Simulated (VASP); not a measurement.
# P (Cmce) in VASP: further runs

P is run at these levels: PBE; tasks: single point.

All numbers are computed with VASP 6.6.1; they aren't measurements. Logs are shortened: lines on timing, memory, paths and dates and some standing lists are left out, and cuts for length are marked.

## 1. The cell of the first run

Symmetry: Cmce, No. 64, orthorhombic system. Conventional cell: a = 3.295 Å, b = 10.930 Å, c = 4.544 Å, α = 90.00°, β = 90.00°, γ = 90.00°. Within 2.9 Å of P (site symmetry m) lie 3 P at 2.20 to 2.25 Å.

## 2. Single point, PBE

Contents of INCAR:

```
SYSTEM = P
PREC = Accurate
ENCUT = 520
EDIFF = 1E-7
ISMEAR = 0
SIGMA = 0.011
LREAL = .False.
LASPH = .True.
NELM = 100
ALGO = Normal
ISIF = 2
LWAVE = .False.
LCHARG = .False.
GGA = PE
NBANDS = 18
```

Contents of KPOINTS:

```
regular mesh
0
Gamma
  8 8 6
  0 0 0
```

Contents of POSCAR:

```
P
1.0
    1.6477431241     -5.4650377251      0.0000000000
    1.6477431241      5.4650377251      0.0000000000
    0.0000000000      0.0000000000      4.5436355900
P
4
Direct
    0.9041431300      0.0958568700      0.5888151700
    0.0958568700      0.9041431300      0.4111848300
    0.5958568700      0.4041431300      0.0888151700
    0.4041431300      0.5958568700      0.9111848300
```

Potentials or basis: VASP PAW PBE potentials, release 64 (P).

On the command line:

```sh
cat potpaw_PBE.64/P/POTCAR > POTCAR
mpirun -np 1 vasp_std > vasp.out
```

OUTCAR:

```text
SYSTEM = P
   PREC = Accurate
   ENCUT = 520
   EDIFF = 1E-7
   ISMEAR = 0
   LREAL = .False.
   LASPH = .True.
   NELM = 100
   ISIF = 2
   GGA = PE

 ion  position               nearest neighbor table
   1  0.904  0.096  0.589-   4 2.20   4 2.20   2 2.25
   2  0.096  0.904  0.411-   3 2.20   3 2.20   1 2.25
   3  0.596  0.404  0.089-   2 2.20   2 2.20   4 2.25
   4  0.404  0.596  0.911-   1 2.20   1 2.20   3 2.25

  LATTYP: Found a base centered orthorhombic cell.
 ALAT       =     3.2954862482
 B/A-ratio  =     3.3166806435
 C/A-ratio  =     1.3787451222

  Lattice vectors:

 A1 = (   1.6477431241,  -5.4650377251,   0.0000000000)
 A2 = (   1.6477431241,   5.4650377251,   0.0000000000)
 A3 = (   0.0000000000,   0.0000000000,   4.5436355900)

Analysis of symmetry for initial positions (statically):
=====================================================================
 Subroutine PRICEL returns:
 Original cell was already a primitive cell.

 Routine SETGRP: Setting up the symmetry group for a
 base centered orthorhombic supercell.

 Subroutine GETGRP returns: Found  8 space group operations
 (whereof  4 operations were pure point group operations)
 out of a pool of  8 trial point group operations.

The static configuration has the point symmetry C_2h.
 The point group associated with its full space group is D_2h.

Analysis of symmetry for dynamics (positions and initial velocities):
=====================================================================
 Subroutine PRICEL returns:
 Original cell was already a primitive cell.

 Routine SETGRP: Setting up the symmetry group for a
 base centered orthorhombic supercell.

 Subroutine GETGRP returns: Found  8 space group operations
 (whereof  4 operations were pure point group operations)
 out of a pool of  8 trial point group operations.

The dynamic configuration has the point symmetry C_2h.
 The point group associated with its full space group is D_2h.

 Subroutine INISYM returns: Found  8 space group operations
 (whereof  4 operations are pure point group operations),
 and found     1 'primitive' translations

----------------------------------------------------------------------------------------

                                     Primitive cell

  volume of cell :      81.8307

  direct lattice vectors                    reciprocal lattice vectors
     1.647743124 -5.465037725  0.000000000     0.303445357 -0.091490677  0.000000000
     1.647743124  5.465037725  0.000000000     0.303445357  0.091490677  0.000000000
     0.000000000  0.000000000  4.543635590     0.000000000  0.000000000  0.220088073

  length of vectors
     5.708037731  5.708037731  4.543635590     0.316937894  0.316937894  0.220088073

  position of ions in fractional coordinates (direct lattice)
     0.904143130  0.095856870  0.588815170
     0.095856870  0.904143130  0.411184830
     0.595856870  0.404143130  0.088815170
     0.404143130  0.595856870  0.911184830

  ion indices of the primitive-cell ions
   primitive index   ion index
                 1           1
                 2           2
                 3           3
                 4           4

----------------------------------------------------------------------------------------

 KPOINTS: regular mesh

Automatic generation of k-mesh.
 Grid dimensions read from file:
 generate k-points for:    8    8    6

 Generating k-lattice:

  Cartesian coordinates                     Fractional coordinates (reciprocal lattice)
     0.037930670 -0.011436335  0.000000000     0.125000000 -0.000000000  0.000000000
     0.037930670  0.011436335  0.000000000    -0.000000000  0.125000000  0.000000000
     0.000000000  0.000000000  0.036681345     0.000000000  0.000000000  0.166666667

  Length of vectors
     0.039617237  0.039617237  0.036681345

  Shift w.r.t. Gamma in fractional coordinates (k-lattice)
     0.000000000  0.000000000  0.000000000

 Subroutine IBZKPT returns following result:
 ===========================================

 Found     84 irreducible k-points:

 Following reciprocal coordinates:
            Coordinates               Weight
  0.000000  0.000000  0.000000      1.000000
  0.125000  0.000000  0.000000      4.000000
  0.250000  0.000000  0.000000      4.000000
  0.375000  0.000000  0.000000      4.000000
  0.500000  0.000000  0.000000      2.000000
  0.125000  0.125000  0.000000      2.000000
[... 16 lines left out ...]
  0.125000  0.000000  0.166667      8.000000
  0.250000  0.000000  0.166667      8.000000
 [... further k-points ...]
   k-points           NKPTS =     84   k-points in BZ     NKDIM =     84   number of bands    NBANDS=     18
   number of dos      NEDOS =    301   number of ions     NIONS =      4
   total plane-waves  NPLWV =  63504
   dimension x,y,z NGX =    42 NGY =   42 NGZ =   36
   dimension x,y,z NGXF=    84 NGYF=   84 NGZF=   72
   ions per type =               4
   NGX,Y,Z   is equivalent  to a cutoff of  12.23, 12.23, 13.17 a.u.
   NGXF,Y,Z  is equivalent  to a cutoff of  24.46, 24.46, 26.34 a.u.
 SYSTEM =  P
   PREC   = accura    normal or accurate (medium, high low for compatibility)
   ISTART =      0    job   : 0-new  1-cont  2-samecut
   ICHARG =      2    charge: 1-file 2-atom 10-const
   ISPIN  =      1    spin polarized calculation?
   LNONCOLLINEAR =      F non collinear calculations
   LSORBIT =      F    spin-orbit coupling
   LASPH  =      T    aspherical Exc in radial PAW
   ENCUT  =  520.0 eV  38.22 Ry    6.18 a.u.  10.61 10.61  8.45*2*pi/ulx,y,z
   NELM   =    100;   NELMIN=  2; NELMDL= -5     # of ELM steps
   EDIFF  = 0.1E-06   stopping-criterion for ELM
   LREAL  =      F    real-space projection
   EDIFFG = 0.1E-05   stopping-criterion for IOM
   NSW    =      0    number of steps for IOM
   IBRION =     -1    ionic relax: 0-MD 1-quasi-New 2-CG
   NFREE  =      0    steps in history (QN), initial steepest desc. (CG)
   ISIF   =      2    stress and relaxation
   ISYM   =      2    0-nonsym 1-usesym 2-fastsym
   POTIM  = 0.5000    time-step for ionic-motion
   TEBEG  =    0.0;   TEEND  =   0.0 temperature during run
   PSTRESS=    0.0 pullay stress
   NELECT =      20.0000    total number of electrons
   NUPDOWN=      -1.0000    fix difference up-down
   EMIN   =  10.00;   EMAX   =-10.00  energy-range for DOS
   EFERMI =   0.00;   METHOD = LEGACY
   ISMEAR =     0;   SIGMA  =   0.01  broadening in eV -4-tet -1-fermi 0-gaus
   EFERMI_NEDOS =   21; number of points for ismear=-14 and -15
   IALGO  =     38    algorithm
   IMIX   =      4    mixing-type and parameters
     AMIX     =   0.40;   BMIX     =  1.00
     AMIX_MAG =   1.60;   BMIX_MAG =  1.00
  volume/ion in A,a.u.               =      20.46       138.06
  Fermi-wavevector in a.u.,A,eV,Ry     =   1.023559  1.934246 14.254450  1.047673
  Thomas-Fermi vector in A             =   2.157299
   LORBIT       =      0    0 simple, 1 ext, 2 COOP (PROOUT), +10 PAW based schemes
   GGA     = PE    functional components
   LHFCALC =     F    Hartree Fock is set to
   AEXX    =    0.0000 exact exchange contribution
   IVDW    =     0    specifies the selected vdW correction
   LEPSILON=     F    determine dielectric tensor
   LRPA    =     F    only Hartree local field effects (RPA)
 non-spin polarized calculation
 Gauss-broadening in eV      SIGMA  =   0.01
  energy-cutoff  :      520.00
  volume of cell :       81.83
 maximum number of plane-waves:      2226
   NGX = 21   NGY = 21   NGZ = 17

 number of electron      20.0000004 magnetization

 Free energy of the ion-electron system (eV)
  ---------------------------------------------------
  ext. energy  EPLUGINS =         0.00000000
  ---------------------------------------------------
  free energy    TOTEN  =       -21.49056042 eV

  energy without entropy =      -21.49056042  energy(sigma->0) =      -21.49056042

 E-fermi :   5.9412     XC(G=0):  -9.4247

 val. band max:        5.8832894135   @ k =   0.5000   0.5000   0.0000
 cond. band min:       5.9931278037   @ k =   0.5000   0.5000   0.0000
 fundamental gap:      0.1098383902
 Fermi energy:         5.9412233940

 k-point     1 :       0.0000    0.0000    0.0000
  band No.  band energies     occupation
      1      -9.9427      2.00000
      2      -7.1972      2.00000
      3      -3.9258      2.00000
      4      -0.9005      2.00000
      5       0.9130      2.00000
      6       0.9773      2.00000
[... 10 lines left out ...]
     17      12.7797      0.00000
     18      13.2565      0.00000

 k-point     2 :       0.1250    0.0000    0.0000
  band No.  band energies     occupation
      1      -9.7507      2.00000
      2      -7.0149      2.00000
      3      -4.0105      2.00000
      4      -0.7312      2.00000
      5       0.5375      2.00000
      6       0.8947      2.00000
[... 10 lines left out ...]
     17      11.7156      0.00000
     18      12.7901      0.00000

 k-point     3 :       0.2500    0.0000    0.0000
  band No.  band energies     occupation
      1      -9.1812      2.00000
      2      -6.4683      2.00000
      3      -4.5138      2.00000
      4      -0.9369      2.00000
      5      -0.2618      2.00000
      6      -0.1320      2.00000
[... 10 lines left out ...]
     17      11.3462      0.00000
     18      12.6111      0.00000

 k-point     4 :       0.3750    0.0000    0.0000
  band No.  band energies     occupation
      1      -8.2577      2.00000
      2      -5.6647      2.00000
      3      -5.5604      2.00000
      4      -2.7213      2.00000
      5      -0.1878      2.00000
      6       0.2930      2.00000
[... 375 lines left out ...]
      4      -1.1816      2.00000
      5       0.6006      2.00000
      6       1.5287      2.00000
[... 10 lines left out ...]
     17      13.1102      0.00000
     18      13.4847      0.00000

 k-point    23 :       0.1250    0.0000    0.1667
  band No.  band energies     occupation
      1      -9.6100      2.00000
      2      -7.2493      2.00000
      3      -3.9466      2.00000
      4      -1.0912      2.00000
      5       0.5104      2.00000
      6       0.7254      2.00000
[... 10 lines left out ...]
     17      12.4644      0.00000
     18      12.9509      0.00000

 k-point    24 :       0.2500    0.0000    0.1667
  band No.  band energies     occupation
      1      -9.0446      2.00000
      2      -6.7272      2.00000
      3      -4.3185      2.00000
      4      -1.3733      2.00000
      5      -0.3919      2.00000
      6       0.0381      2.00000
[... 10 lines left out ...]
     17      11.4037      0.00000
     18      12.6729      0.00000

 [... further k-points ...]

------------------------ aborting loop because EDIFF is reached ----------------------------------------

  FORCE on cell =-STRESS in cart. coord.  units (eV):
  Direction    XX          YY          ZZ          XY          YZ          ZX
  --------------------------------------------------------------------------------------
  -------------------------------------------------------------------------------------
  Total        0.7736775      0.8360805      0.9556170      0.0000000      0.0000000      0.0000000
  in kB       15.1479682     16.3697680     18.7101945      0.0000000      0.0000000      0.0000000
  external PRESSURE =      16.7426435 kB  Pullay stress =       0.0000000 kB

 VOLUME and BASIS-vectors are now :
 -----------------------------------------------------------------------------
  energy-cutoff  :      520.00
  volume of cell :       81.83
      direct lattice vectors                 reciprocal lattice vectors
     1.647743124 -5.465037725  0.000000000     0.303445357 -0.091490677  0.000000000
     1.647743124  5.465037725  0.000000000     0.303445357  0.091490677  0.000000000
     0.000000000  0.000000000  4.543635590     0.000000000  0.000000000  0.220088073

 POSITION                                       TOTAL-FORCE (eV/Angst)
 -----------------------------------------------------------------------------------
      1.64774     -4.41731      2.67536         0.000000      0.127851     -0.256598
      1.64774      4.41731      1.86827         0.000000     -0.127851      0.256598
      1.64774     -1.04772      0.40354         0.000000     -0.127851     -0.256598
      1.64774      1.04772      4.14009         0.000000      0.127851      0.256598
 -----------------------------------------------------------------------------------
    total drift:                               -0.000000     -0.000000      0.000000

  FREE ENERGIE OF THE ION-ELECTRON SYSTEM (eV)
  ---------------------------------------------------
  free  energy   TOTEN  =       -21.4905604230 eV

  energy  without entropy=      -21.4905604230  energy(sigma->0) =      -21.49056042
```

Run time: 98 s. Hardware: 1 thread of Intel Xeon Platinum 8488C (Sapphire Rapids), shared host; peak memory 0.27 GiB.

Results:

```yaml
Free_energy: -21.4906 eV
Pressure: 1.7 GPa
Largest_force: 0.287 eV/Å
Band_gap_on_the_k_mesh: 0.11 eV
```

Forces on the atoms (eV/Å):
```
P    0.000  0.128 -0.257
P    0.000 -0.128  0.257
P    0.000 -0.128 -0.257
P    0.000  0.128  0.257
```

Caveat: semilocal functionals underestimate gaps, and a narrow one can read as zero. A k mesh can miss the band edges.

## 3. Single point, PBE

This run uses another cell than the first one, of 21.25 Å³/atom.

Contents of INCAR:

```
SYSTEM = P
  PREC = Accurate
  ENCUT = 520
  EDIFF = 1E-6
  ISMEAR = -1
  SIGMA = 0.05
  LREAL = .FALSE.
  LASPH = .TRUE.
  NELM = 80
  ALGO = Normal
  ISIF = 2
  LWAVE = .FALSE.
  LCHARG = .TRUE.
  GGA = PE
  LELF = .TRUE.
  LVHAR = .TRUE.
  NBANDS = 18
```

Contents of KPOINTS:

```
Automatic mesh
0
G
  8 8 6
  0 0 0
```

Contents of POSCAR:

```
P
1.0
    1.6556449942     -5.6301839707      0.0000000000
    1.6556449942      5.6301839707      0.0000000000
    0.0000000000      0.0000000000      4.5589677040
P
4
Direct
    0.9057648928      0.0942351072      0.5863807524
    0.0942351072      0.9057648928      0.4136192476
    0.5942351072      0.4057648928      0.0863807524
    0.4057648928      0.5942351072      0.9136192476
```

Potentials or basis: VASP PAW PBE potentials, release 64 (P).

On the command line:

```sh
cat potpaw_PBE.64/P/POTCAR > POTCAR
mpirun -np 1 vasp_std > vasp.out
```

Wall time 1.7 min (1 thread of Intel Xeon Platinum 8488C (Sapphire Rapids), shared host); peak memory 0.3 GiB.

The run converged. Its results:

* Free energy: -21.5058 eV
* Pressure: -0.3 GPa
* Largest force: 0.049 eV/Å
* Band gap on the k mesh: 0.14 eV

Forces in eV/Å, atoms in the order of the input:
```
P    0.000 -0.038  0.031
P    0.000  0.038 -0.031
P    0.000  0.038  0.031
P    0.000 -0.038 -0.031
```

Levels at points of the mesh, in eV from the valence-band top:
```
           k point  band 8  band 9  band 10  band 11  band 12  band 13
(0.00, 0.00, 0.00)   -2.61   -2.29    -1.00     0.75     1.23     2.10
(0.50, 0.00, 0.00)   -3.22   -2.49    -2.49     0.78     0.78     1.55
(0.50, 0.50, 0.00)   -2.17   -1.60     0.00     0.14     1.04     2.26
(0.00, 0.00, 0.50)   -3.00   -1.51    -1.51     1.58     1.58     2.99
(0.50, 0.00, 0.50)   -5.17   -1.70    -1.70     1.82     1.82     3.51
(0.50, 0.50, 0.50)   -2.77   -1.78    -1.78     1.56     1.56     2.57
```

Caveat: semilocal functionals underestimate gaps, and a narrow one can read as zero.
